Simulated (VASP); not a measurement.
The system is Pt.

```xyz
1
Lattice="-1.5842 1.5842 1.5842 1.5842 -1.5842 1.5842 1.5842 1.5842 -1.5842" Properties=species:S:1:pos:R:3 pbc="T T T"
Pt    0.0000    0.0000    0.0000
```

This isn't the form of Pt at room conditions, which is fcc.

```yaml
Program: VASP 6.6.1
Task: relaxation of cell and atoms
Functional: PBE0
Potentials_or_basis: VASP PAW PBE potentials, release 64 (Pt)
Cutoff: 600 eV
k_mesh: 6 × 6 × 6
Occupations: fermi-dirac, width 0.05 eV
Spin: no spin polarisation
```

At the start: pressure -8.7 GPa; volume 15.90 Å³/atom.

**Question.** How do energy, volume and symmetry change on relaxing?

**Answer.** Over 4 steps the energy falls by 15.7 meV/atom and the volume is 15.35 Å³/atom (-3.5 %); space group Im-3m (No. 229, to 0.1 Å) before and after.

Step by step:
```csv
step,energy change (eV),largest force (eV/Å),pressure (GPa),volume (Å³)
1,0.0000,0.0000,-8.69,15.90
2,0.1039,0.0000,31.34,14.00
3,-0.0157,0.0000,-0.30,15.36
4,-0.0157,0.0000,-0.03,15.35
```

Final structure:
```xyz
1
Lattice="-1.5656 1.5656 1.5656 1.5656 -1.5656 1.5656 1.5656 1.5656 -1.5656" Properties=species:S:1:pos:R:3 pbc="T T T"
Pt    0.0000    0.0000    3.1312
```

Caveat: the k points lie up to 0.47 Å⁻¹ apart in the final cell, too coarse for converged energies and pressures of a metal; the PAW data sets were made with another functional, which shifts forces and pressure a little.
